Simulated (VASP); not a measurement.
Crystal: AgTe2Pt.

```
Ag Pt Te
1.0
     0.00000    3.77891    0.00000
     3.77891    0.00000    0.00000
     1.88946    1.88946   -7.33610
Ag Pt Te
1 1 2
Cartesian
  1.8895 3.7789 -3.6681
  0.0000 0.0000 0.0000
  1.8895 1.8895 -1.9221
  3.7789 3.7789 -5.4140
```

Base run:

| Property | Result |
| --- | --- |
| Program | VASP 6.6.1 |
| Functional | PBE |
| Potentials or basis | VASP PAW PBE potentials, release 64 (Ag, Pt, Te) |
| Cutoff | 520 eV |
| k mesh | 5 × 5 × 5 |
| Occupations | fermi-dirac, width 0.0311 eV |
| Spin | no spin polarisation |

Its results: pressure 0.1 GPa; largest force 3.056 eV/Å.

Problem. The run is repeated on the same cell with these changes: functional from PBE to PBEsol; further incar settings from ALGO = Normal; EDIFF = 1e-06; NBANDS = 24 to ALGO = Normal; EDIFF = 1e-07; NBANDS = 24. What comes out?

Solution. Pressure -3.8 GPa; largest force 2.919 eV/Å.

Caveats: forces of over 1 eV/Å act on the atoms, so gaps and moduli don't describe the material at rest (some runs); the PAW data sets were made with another functional, which shifts forces and pressure a little (some runs).
